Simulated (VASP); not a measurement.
A run of VASP 6.6.1 is set up as follows.

The input INCAR:

```
SYSTEM = CoO
ALGO     = Normal         ! electronic algorithm
EDIFF    = 1E-8           ! SCF threshold, eV
ENCUT    = 520            ! plane-wave cutoff, eV
GGA      = CA             ! functional
IBRION   = 8              ! ionic algorithm
ISIF     = 2              ! what is computed and relaxed
ISMEAR   = -1             ! smearing method
ISPIN    = 2              ! spin polarisation
LASPH    = .True.         ! aspherical terms in the spheres
LCHARG   = .False.        ! write CHGCAR
LMAXMIX  = 4              ! l up to which the mixer works
LORBIT   = 11             ! projections on sites
LREAL    = .False.        ! projectors in reciprocal space
LWAVE    = .False.        ! write WAVECAR
MAGMOM   = 2 0            ! initial moments
NBANDS   = 18             ! bands
NELM     = 150            ! most SCF steps
NSW      = 1              ! ionic steps
PREC     = Accurate       ! precision mode
SIGMA    = 0.05           ! smearing width, eV
```

Contents of KPOINTS:

```
k-points
0
Gamma
  8 8 8
  0 0 0
```

Contents of POSCAR:

```
CoO
1.0
    0.0000000000      2.1315000000      2.1315000000
    2.1315000000      0.0000000000      2.1315000000
    2.1315000000      2.1315000000      0.0000000000
Co O
1 1
Direct
    0.0000000000      0.0000000000      0.0000000000
    0.5000000000      0.5000000000      0.5000000000
```

Potentials or basis: VASP PAW LDA potentials, release 64 (Co, O).

Run with:

```bash
$ cat potpaw_LDA.64/Co/POTCAR potpaw_LDA.64/O/POTCAR > POTCAR
$ mpirun -np 1 vasp_std > vasp.out
```

What does it give for the highest phonon frequency at Γ, LO-TO splitting left out?

0 cm⁻¹.

Predict the most unstable mode.

144i cm⁻¹.

Estimate the net moment.

2.80 μB per cell.

Phonon frequencies in cm⁻¹ (negative: imaginary):
```
              q point           frequencies
(0.000, 0.000, 0.000)  -144 -144 -144 0 0 0
```

Caveat: the cell wasn't relaxed at this level first, which shifts response properties; some modes are imaginary; a cell with one magnetic atom can't hold antiferromagnetic order, which such compounds often take.
